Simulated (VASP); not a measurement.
Hf3N4:

```
Hf N
1.0
    -3.35050    3.35050    3.35050
     3.35050   -3.35050    3.35050
     3.35050    3.35050   -3.35050
Hf N
6 8
Direct
  0.25000 0.62500 0.37500
  0.37500 0.25000 0.62500
  0.75000 0.87500 0.12500
  0.12500 0.75000 0.87500
  0.62500 0.37500 0.25000
  0.87500 0.12500 0.75000
  0.12600 0.12600 0.12600
  0.87400 0.50000 0.00000
  0.50000 0.00000 0.37400
  0.00000 0.87400 0.50000
  0.37400 0.50000 0.00000
  0.62600 0.62600 0.62600
  0.00000 0.37400 0.50000
  0.50000 0.00000 0.87400
```

```yaml
Program: VASP 6.6.1
Task: relaxation of cell and atoms
Functional: PBE
Potentials_or_basis: VASP PAW PBE potentials, release 64 (Hf_pv, N)
Cutoff: 600 eV
k_mesh: 6 × 6 × 6
Occupations: fermi-dirac, width 0.02 eV
Spin: no spin polarisation
```

At the start: pressure 3.7 GPa; volume 10.75 Å³/atom.

Q: Where does the relaxation end?

A: Over 10 steps the energy falls by 3.9 meV/atom and the volume is 10.78 Å³/atom (+0.4 %); space group I-43d (No. 220, to 0.1 Å) before and after.

Step by step:
```tsv
step	energy change (eV)	largest force (eV/Å)	pressure (GPa)	volume (Å³)
1	0.0000	0.2678	3.67	150.45
2	0.0447	0.0503	-6.60	155.88
3	-0.0284	0.1396	-0.46	152.50
4	-0.0359	0.1183	-0.38	152.23
5	-0.0509	0.0525	-0.09	151.44
6	-0.0412	0.0972	0.83	149.85
7	-0.0539	0.0096	0.16	150.94
8	-0.0539	0.0055	0.18	150.90
9	-0.0532	0.0194	-0.67	151.31
10	-0.0540	0.0003	0.00	150.98
```

Final structure:
```
Hf N
1.0
    -3.35446    3.35446    3.35446
     3.35446   -3.35446    3.35446
     3.35446    3.35446   -3.35446
Hf N
6 8
Direct
  0.25000 0.62500 0.37500
  0.37500 0.25000 0.62500
  0.75000 0.87500 0.12500
  0.12500 0.75000 0.87500
  0.62500 0.37500 0.25000
  0.87500 0.12500 0.75000
  0.13385 0.13385 0.13385
  0.86615 0.50000 0.00000
  0.50000 0.00000 0.36615
  0.00000 0.86615 0.50000
  0.36615 0.50000 0.00000
  0.63385 0.63385 0.63385
  0.00000 0.36615 0.50000
  0.50000 0.00000 0.86615
```
